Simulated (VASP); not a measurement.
Set up this calculation in VASP 6.6.1, as the native input.

```
Task                   : single point
Functional             : PBEsol
Potentials or basis    : VASP PAW PBE potentials, release 64 (Ta_pv)
Cutoff                 : 520 eV
k mesh                 : 18 × 18 × 18
Occupations            : gaussian, width 0.1 eV
Spin                   : no spin polarisation
Dipole correction      : no
Further INCAR settings : ALGO = Fast; EDIFF = 1e-06; NBANDS = 12
```

The structure of Ta lies in POSCAR:

```
Ta
1.0
   -1.6402597640      1.6402597640      1.6402597640
    1.6402597640     -1.6402597640      1.6402597640
    1.6402597640      1.6402597640     -1.6402597640
Ta
1
Direct
    0.0000000000      0.0000000000      0.0000000000
```

These files were run (other wordings do the same):

INCAR

```
SYSTEM = Ta
PREC = Accurate
ENCUT = 520
EDIFF = 1E-6
ISMEAR = 0
SIGMA = 0.1
LREAL = .False.
LASPH = .True.
NELM = 80
ALGO = Fast
ISIF = 2
LWAVE = .False.
LCHARG = .False.
GGA = PS
NBANDS = 12
```

KPOINTS

```
Automatic mesh
0
Gamma
  18 18 18
  0 0 0
```

Potentials or basis: VASP PAW PBE potentials, release 64 (Ta_pv).

Command:

```sh
$ cat potpaw_PBE.64/Ta_pv/POTCAR > POTCAR
$ mpirun -np 1 vasp_std > vasp.out
```

It gave:

The pressure is 0.2 GPa.

Caveat: the PAW data sets were made with another functional, which shifts forces and pressure a little.

Run time: 41 s on 1 thread of AMD EPYC 7R43 64-Core Processor (Zen 3), on a shared host, peak memory 0.14 GiB.
